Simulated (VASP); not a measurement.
# AlRh (Pm-3m) in VASP: notebook

Runs on AlRh. Level: LDA. Tasks: single point, relaxation of cell and atoms.

Program: VASP 6.6.1. These are calculated values, not measurements. Logs are shortened: lines on timing, memory, paths and dates and some standing lists are left out, and cuts for length are marked.

## (1) The cell of the first run

Symmetry: Pm-3m, No. 221, cubic system. Conventional cell: a = 2.949 Å, b = 2.949 Å, c = 2.949 Å, α = 90.00°, β = 90.00°, γ = 90.00°. Al (site symmetry m-3m) has 8 Rh at 2.55 Å and 6 Al at 2.95 Å within 3.4 Å. Within 3.4 Å of Rh (site symmetry m-3m) lie 8 Al at 2.55 Å and 6 Rh at 2.95 Å.

## (2) Single point, LDA

Input file INCAR:

```
SYSTEM = AlRh
PREC = Accurate
ENCUT = 520
EDIFF = 1E-6
ISMEAR = -1
SIGMA = 0.1
LREAL = .FALSE.
LASPH = .TRUE.
NELM = 80
ALGO = Normal
ISIF = 2
LWAVE = .FALSE.
LCHARG = .FALSE.
NBANDS = 16
```

Input file KPOINTS:

```
Automatic mesh
0
G
  14 14 14
  0 0 0
```

Input file POSCAR:

```
AlRh
1.0
    2.9489406927      0.0000000000      0.0000000000
    0.0000000000      2.9489406927      0.0000000000
    0.0000000000      0.0000000000      2.9489406927
Al Rh
1 1
Direct
    0.0000000000      0.0000000000      0.0000000000
    0.5000000000      0.5000000000      0.5000000000
```

Potentials or basis: VASP PAW LDA potentials, release 64 (Al, Rh_pv).

Command:

```bash
$ cat potpaw_LDA.64/Al/POTCAR potpaw_LDA.64/Rh_pv/POTCAR > POTCAR
$ mpirun -np 1 vasp_std > vasp.out
```

OUTCAR:

```text
SYSTEM = AlRh
   PREC = Accurate
   ENCUT = 520
   EDIFF = 1E-6
   ISMEAR = -1
   LREAL = .FALSE.
   LASPH = .TRUE.
   NELM = 80
   ISIF = 2

 ion  position               nearest neighbor table
   1  0.000  0.000  0.000-   2 2.55   2 2.55   2 2.55   2 2.55   2 2.55   2 2.55   2 2.55   2 2.55

   2  0.500  0.500  0.500-   1 2.55   1 2.55   1 2.55   1 2.55   1 2.55   1 2.55   1 2.55   1 2.55

  LATTYP: Found a simple cubic cell.
 ALAT       =     2.9489406927

  Lattice vectors:

 A1 = (   2.9489406927,   0.0000000000,   0.0000000000)
 A2 = (   0.0000000000,   2.9489406927,   0.0000000000)
 A3 = (   0.0000000000,   0.0000000000,   2.9489406927)

Analysis of symmetry for initial positions (statically):
=====================================================================
 Subroutine PRICEL returns:
 Original cell was already a primitive cell.

 Routine SETGRP: Setting up the symmetry group for a
 simple cubic supercell.

 Subroutine GETGRP returns: Found 48 space group operations
 (whereof 48 operations were pure point group operations)
 out of a pool of 48 trial point group operations.

The static configuration has the point symmetry O_h .

Analysis of symmetry for dynamics (positions and initial velocities):
=====================================================================
 Subroutine PRICEL returns:
 Original cell was already a primitive cell.

 Routine SETGRP: Setting up the symmetry group for a
 simple cubic supercell.

 Subroutine GETGRP returns: Found 48 space group operations
 (whereof 48 operations were pure point group operations)
 out of a pool of 48 trial point group operations.

The dynamic configuration has the point symmetry O_h .

 Subroutine INISYM returns: Found 48 space group operations
 (whereof 48 operations are pure point group operations),
 and found     1 'primitive' translations

----------------------------------------------------------------------------------------

                                     Primitive cell

  volume of cell :      25.6447

  direct lattice vectors                    reciprocal lattice vectors
     2.948940693  0.000000000  0.000000000     0.339104819  0.000000000  0.000000000
     0.000000000  2.948940693  0.000000000     0.000000000  0.339104819  0.000000000
     0.000000000  0.000000000  2.948940693     0.000000000  0.000000000  0.339104819

  length of vectors
     2.948940693  2.948940693  2.948940693     0.339104819  0.339104819  0.339104819

  position of ions in fractional coordinates (direct lattice)
     0.000000000  0.000000000  0.000000000
     0.500000000  0.500000000  0.500000000

  ion indices of the primitive-cell ions
   primitive index   ion index
                 1           1
                 2           2

----------------------------------------------------------------------------------------

 KPOINTS: Automatic mesh

Automatic generation of k-mesh.
 Grid dimensions read from file:
 generate k-points for:   14   14   14

 Generating k-lattice:

  Cartesian coordinates                     Fractional coordinates (reciprocal lattice)
     0.024221773  0.000000000  0.000000000     0.071428571  0.000000000  0.000000000
     0.000000000  0.024221773  0.000000000     0.000000000  0.071428571  0.000000000
     0.000000000  0.000000000  0.024221773     0.000000000  0.000000000  0.071428571

  Length of vectors
     0.024221773  0.024221773  0.024221773

  Shift w.r.t. Gamma in fractional coordinates (k-lattice)
     0.000000000  0.000000000  0.000000000

 Subroutine IBZKPT returns following result:
 ===========================================

 Found    120 irreducible k-points:

 Following reciprocal coordinates:
            Coordinates               Weight
  0.000000  0.000000  0.000000      1.000000
  0.071429  0.000000  0.000000      6.000000
  0.142857  0.000000  0.000000      6.000000
  0.214286  0.000000  0.000000      6.000000
  0.285714  0.000000  0.000000      6.000000
  0.357143  0.000000  0.000000      6.000000
[... 16 lines left out ...]
  0.285714  0.214286  0.000000     24.000000
  0.357143  0.214286  0.000000     24.000000
 [... further k-points ...]
   k-points           NKPTS =    120   k-points in BZ     NKDIM =    120   number of bands    NBANDS=     16
   number of dos      NEDOS =    301   number of ions     NIONS =      2
   total plane-waves  NPLWV =  13824
   dimension x,y,z NGX =    24 NGY =   24 NGZ =   24
   dimension x,y,z NGXF=    48 NGYF=   48 NGZF=   48
   ions per type =               1   1
   NGX,Y,Z   is equivalent  to a cutoff of  13.53, 13.53, 13.53 a.u.
   NGXF,Y,Z  is equivalent  to a cutoff of  27.06, 27.06, 27.06 a.u.
 SYSTEM =  AlRh
   PREC   = accura    normal or accurate (medium, high low for compatibility)
   ISTART =      0    job   : 0-new  1-cont  2-samecut
   ICHARG =      2    charge: 1-file 2-atom 10-const
   ISPIN  =      1    spin polarized calculation?
   LNONCOLLINEAR =      F non collinear calculations
   LSORBIT =      F    spin-orbit coupling
   LASPH  =      T    aspherical Exc in radial PAW
   ENCUT  =  520.0 eV  38.22 Ry    6.18 a.u.   5.48  5.48  5.48*2*pi/ulx,y,z
   NELM   =     80;   NELMIN=  2; NELMDL= -5     # of ELM steps
   EDIFF  = 0.1E-05   stopping-criterion for ELM
   LREAL  =      F    real-space projection
   EDIFFG = 0.1E-04   stopping-criterion for IOM
   NSW    =      0    number of steps for IOM
   IBRION =     -1    ionic relax: 0-MD 1-quasi-New 2-CG
   NFREE  =      0    steps in history (QN), initial steepest desc. (CG)
   ISIF   =      2    stress and relaxation
   ISYM   =      2    0-nonsym 1-usesym 2-fastsym
   POTIM  = 0.5000    time-step for ionic-motion
   TEBEG  =    0.0;   TEEND  =   0.0 temperature during run
   PSTRESS=    0.0 pullay stress
   NELECT =      18.0000    total number of electrons
   NUPDOWN=      -1.0000    fix difference up-down
   EMIN   =  10.00;   EMAX   =-10.00  energy-range for DOS
   EFERMI =   0.00;   METHOD = LEGACY
   ISMEAR =    -1;   SIGMA  =   0.10  broadening in eV -4-tet -1-fermi 0-gaus
   EFERMI_NEDOS =   21; number of points for ismear=-14 and -15
   IALGO  =     38    algorithm
   IMIX   =      4    mixing-type and parameters
     AMIX     =   0.40;   BMIX     =  1.00
     AMIX_MAG =   1.60;   BMIX_MAG =  1.00
  volume/ion in A,a.u.               =      12.82        86.53
  Fermi-wavevector in a.u.,A,eV,Ry     =   1.454899  2.749361 28.799890  2.116732
  Thomas-Fermi vector in A             =   2.571997
   LORBIT       =      0    0 simple, 1 ext, 2 COOP (PROOUT), +10 PAW based schemes
   GGA     = CA    functional components
   LHFCALC =     F    Hartree Fock is set to
   AEXX    =    0.0000 exact exchange contribution
   IVDW    =     0    specifies the selected vdW correction
   LEPSILON=     F    determine dielectric tensor
   LRPA    =     F    only Hartree local field effects (RPA)
 non-spin polarized calculation
  energy-cutoff  :      520.00
  volume of cell :       25.64
 maximum number of plane-waves:       739
 NGX is ok and might be reduce to    24
   NGX = 11   NGY = 11   NGZ = 11

 number of electron      18.0000003 magnetization

 Free energy of the ion-electron system (eV)
  ---------------------------------------------------
  ext. energy  EPLUGINS =         0.00000000
  ---------------------------------------------------
  free energy    TOTEN  =       -15.11156104 eV

  energy without entropy =      -15.09427615  energy(sigma->0) =      -15.10291860

 E-fermi :  11.9010     XC(G=0): -13.0383

 val. band max:       11.8782449682   @ k =   0.5000   0.3571   0.0714
 cond. band min:      12.0170836403   @ k =   0.5000   0.2857   0.0000
 fundamental gap:      0.1388386721
 Fermi energy:        11.9009875036

 k-point     1 :       0.0000    0.0000    0.0000
  band No.  band energies     occupation
      1     -34.6897      2.00000
      2     -34.6897      2.00000
      3     -34.6897      2.00000
      4       0.8454      2.00000
      5       6.7047      2.00000
      6       6.7047      2.00000
[... 8 lines left out ...]
     15      26.0841      0.00000
     16      31.3643      0.00000

 k-point     2 :       0.0714    0.0000    0.0000
  band No.  band energies     occupation
      1     -34.6982      2.00000
      2     -34.6890      2.00000
      3     -34.6890      2.00000
      4       0.9448      2.00000
      5       6.7364      2.00000
      6       6.7421      2.00000
[... 8 lines left out ...]
     15      26.3987      0.00000
     16      30.7719      0.00000

 k-point     3 :       0.1429    0.0000    0.0000
  band No.  band energies     occupation
      1     -34.7218      2.00000
      2     -34.6870      2.00000
      3     -34.6870      2.00000
      4       1.2386      2.00000
      5       6.8268      2.00000
      6       6.8309      2.00000
[... 8 lines left out ...]
     15      27.3914      0.00000
     16      29.5656      0.00000

 k-point     4 :       0.2143    0.0000    0.0000
  band No.  band energies     occupation
      1     -34.7560      2.00000
      2     -34.6842      2.00000
      3     -34.6842      2.00000
      4       1.7137      2.00000
      5       6.8959      2.00000
      6       6.9628      2.00000
[... 8 lines left out ...]
     15      28.1871      0.00000
     16      28.1871      0.00000

 k-point     5 :       0.2857    0.0000    0.0000
  band No.  band energies     occupation
      1     -34.7936      2.00000
      2     -34.6810      2.00000
      3     -34.6810      2.00000
      4       2.3494      2.00000
      5       6.8091      2.00000
      6       7.1217      2.00000
[... 8 lines left out ...]
     15      26.7935      0.00000
     16      26.7935      0.00000

 k-point     6 :       0.3571    0.0000    0.0000
  band No.  band energies     occupation
      1     -34.8274      2.00000
      2     -34.6782      2.00000
      3     -34.6782      2.00000
      4       3.1156      2.00000
      5       6.4428      2.00000
      6       7.2731      2.00000
[... 8 lines left out ...]
     15      25.4552      0.00000
     16      25.4552      0.00000

 k-point     7 :       0.4286    0.0000    0.0000
  band No.  band energies     occupation
      1     -34.8507      2.00000
      2     -34.6762      2.00000
      3     -34.6762      2.00000
      4       3.9654      2.00000
      5       5.7913      2.00000
      6       7.3831      2.00000
[... 8 lines left out ...]
     15      24.2450      0.00000
     16      24.4485      0.00000

 k-point     8 :       0.5000    0.0000    0.0000
  band No.  band energies     occupation
      1     -34.8590      2.00000
      2     -34.6755      2.00000
      3     -34.6755      2.00000
      4       4.6523      2.00000
      5       5.1574      2.00000
      6       7.4234      2.00000
[... 8 lines left out ...]
     15      23.5525      0.00000
     16      24.5299      0.00000

 k-point     9 :       0.0714    0.0714    0.0000
  band No.  band energies     occupation
      1     -34.6978      2.00000
      2     -34.6971      2.00000
      3     -34.6883      2.00000
      4       1.0435      2.00000
      5       6.7695      2.00000
      6       6.7796      2.00000
[... 8 lines left out ...]
     15      26.6848      0.00000
     16      30.2010      0.00000
[... 172 lines left out ...]
 k-point    19 :       0.3571    0.1429    0.0000
  band No.  band energies     occupation
      1     -34.8238      2.00000
      2     -34.7094      2.00000
      3     -34.6755      2.00000
      4       3.4158      2.00000
      5       6.4879      2.00000
      6       7.4594      2.00000
[... 8 lines left out ...]
     15      25.3865      0.00000
     16      26.0373      0.00000

 k-point    20 :       0.4286    0.1429    0.0000
  band No.  band energies     occupation
      1     -34.8469      2.00000
      2     -34.7072      2.00000
      3     -34.6735      2.00000
      4       4.2236      2.00000
      5       5.8415      2.00000
      6       7.5820      2.00000
[... 8 lines left out ...]
     15      24.1877      0.00000
     16      26.4525      0.00000

 k-point    21 :       0.5000    0.1429    0.0000
  band No.  band energies     occupation
      1     -34.8552      2.00000
      2     -34.7065      2.00000
      3     -34.6728      2.00000
      4       5.0440      2.00000
      5       5.0686      2.00000
      6       7.6307      2.00000
[... 8 lines left out ...]
     15      23.2218      0.00000
     16      26.6120      0.00000

 k-point    22 :       0.2143    0.2143    0.0000
  band No.  band energies     occupation
      1     -34.7512      2.00000
      2     -34.7478      2.00000
      3     -34.6786      2.00000
      4       2.5111      2.00000
      5       7.0008      2.00000
      6       7.3682      2.00000
[... 8 lines left out ...]
     15      25.7403      0.00000
     16      27.4213      0.00000

 k-point    23 :       0.2857    0.2143    0.0000
  band No.  band energies     occupation
      1     -34.7867      2.00000
      2     -34.7457      2.00000
      3     -34.6754      2.00000
      4       3.0782      2.00000
      5       6.8662      2.00000
      6       7.5643      2.00000
[... 8 lines left out ...]
     15      26.4231      0.00000
     16      26.7011      0.00000

 k-point    24 :       0.3571    0.2143    0.0000
  band No.  band energies     occupation
      1     -34.8199      2.00000
      2     -34.7424      2.00000
      3     -34.6726      2.00000
      4       3.7396      2.00000
      5       6.4984      2.00000
      6       7.7181      2.00000
[... 8 lines left out ...]
     15      25.3953      0.00000
     16      27.4123      0.00000

 [... further k-points ...]
[... 5 lines left out ...]
  --------------------------------------------------------------------------------------
  -------------------------------------------------------------------------------------
  Total        0.1045667      0.1045667      0.1045667      0.0000000     -0.0000000      0.0000000
  in kB        6.5328955      6.5328955      6.5328955      0.0000000     -0.0000000      0.0000000
  external PRESSURE =       6.5328955 kB  Pullay stress =       0.0000000 kB

 VOLUME and BASIS-vectors are now :
 -----------------------------------------------------------------------------
  energy-cutoff  :      520.00
  volume of cell :       25.64
      direct lattice vectors                 reciprocal lattice vectors
     2.948940693  0.000000000  0.000000000     0.339104819  0.000000000  0.000000000
     0.000000000  2.948940693  0.000000000     0.000000000  0.339104819  0.000000000
     0.000000000  0.000000000  2.948940693     0.000000000  0.000000000  0.339104819

 POSITION                                       TOTAL-FORCE (eV/Angst)
 -----------------------------------------------------------------------------------
      0.00000      0.00000      0.00000         0.000000      0.000000      0.000000
      1.47447      1.47447      1.47447         0.000000      0.000000      0.000000
 -----------------------------------------------------------------------------------
    total drift:                                0.000000     -0.000000     -0.000000

  FREE ENERGIE OF THE ION-ELECTRON SYSTEM (eV)
  ---------------------------------------------------
  free  energy   TOTEN  =       -15.1115610450 eV

  energy  without entropy=      -15.0942761539  energy(sigma->0) =      -15.10291860
```

It took 18 s on 1 thread of Intel Xeon Platinum 8488C (Sapphire Rapids), shared host; peak memory 0.16 GiB.

What came out:

```
Free energy            : -15.1116 eV
Pressure               : 0.7 GPa
Band gap on the k mesh : zero (band 9 reaches 13.94 eV, above the bottom of band 10 at 11.35 eV)
```

(Part 1 of 2 ends here.)
